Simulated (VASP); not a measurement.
Nb: single point with LDA

Nb:

```xyz
2
Lattice="2.6191 0.0000 0.0000 -1.3096 2.2682 0.0000 0.0000 0.0000 4.7625" Properties=species:S:1:pos:R:3 pbc="T T T"
Nb    0.0000    1.5122    1.1906
Nb    1.3096    0.7561    3.5719
```

```
Program                : VASP 6.6.1
Task                   : single point
Functional             : LDA
Potentials or basis    : VASP PAW LDA potentials, release 64 (Nb_sv)
Cutoff                 : 520 eV
k mesh                 : 9 × 9 × 5
Occupations            : fermi-dirac, width 0.1 eV
Spin                   : no spin polarisation
Dipole correction      : no
Further INCAR settings : ALGO = Normal; EDIFF = 1e-07; NBANDS = 20
```

```yaml
Pressure: 60.0 GPa
Band_gap_on_the_k_mesh: zero (band 13 reaches 17.14 eV, above the bottom of band 14 at 14.04 eV)
```

Stress tensor (GPa, compression positive):
```
60.06  0.00  0.00
 0.00 60.06  0.00
 0.00  0.00 59.88
```

Levels at points of the mesh, in eV from the Fermi level:
```
           k point  band 9  band 10  band 11  band 12  band 13  band 14  band 15  band 16  band 17  band 18
(0.00, 0.00, 0.00)   -6.59    -4.75    -1.66     0.03     0.03     0.70     0.70     1.78     3.16     3.16
```

It took 16 s on 1 thread of Intel(R) Xeon(R) Platinum 8375C CPU @ 2.90GHz (Ice Lake), on a shared host, peak memory 0.13 GiB.
